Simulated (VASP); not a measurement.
A run of VASP 6.6.1:

INCAR

```
SYSTEM = MnCo
PREC = Accurate
ENCUT = 520
EDIFF = 1E-6
ISMEAR = -1
SIGMA = 0.02
LREAL = .False.
LASPH = .True.
NELM = 150
ALGO = Normal
ISIF = 2
LWAVE = .False.
LCHARG = .False.
ISPIN = 2
MAGMOM = 3.2 -2
LORBIT = 11
LMAXMIX = 4
GGA = CA
NBANDS = 22
```

Contents of KPOINTS:

```
regular mesh
0
Gamma
  10 10 10
  0 0 0
```

Contents of POSCAR:

```
MnCo
1.0
    2.8536000000      0.0000000000      0.0000000000
    0.0000000000      2.8536000000      0.0000000000
    0.0000000000      0.0000000000      2.8536000000
Mn Co
1 1
Direct
    0.0000000000      0.0000000000      0.0000000000
    0.5000000000      0.5000000000      0.5000000000
```

Potentials or basis: VASP PAW LDA potentials, release 64 (Mn_pv, Co).

The run is started by

```sh
$ cat potpaw_LDA.64/Mn_pv/POTCAR potpaw_LDA.64/Co/POTCAR > POTCAR
$ mpirun -np 1 vasp_std > vasp.out
```

Hardware: 1 thread of AMD EPYC 7R13 Processor (Zen 3), on a shared host.

Estimate the wall time of this run.

Run time: 3.1 min on 1 thread of AMD EPYC 7R13 Processor (Zen 3) (shared host), peak memory 0.13 GiB. Counts: scf iterations 47, k points 56.
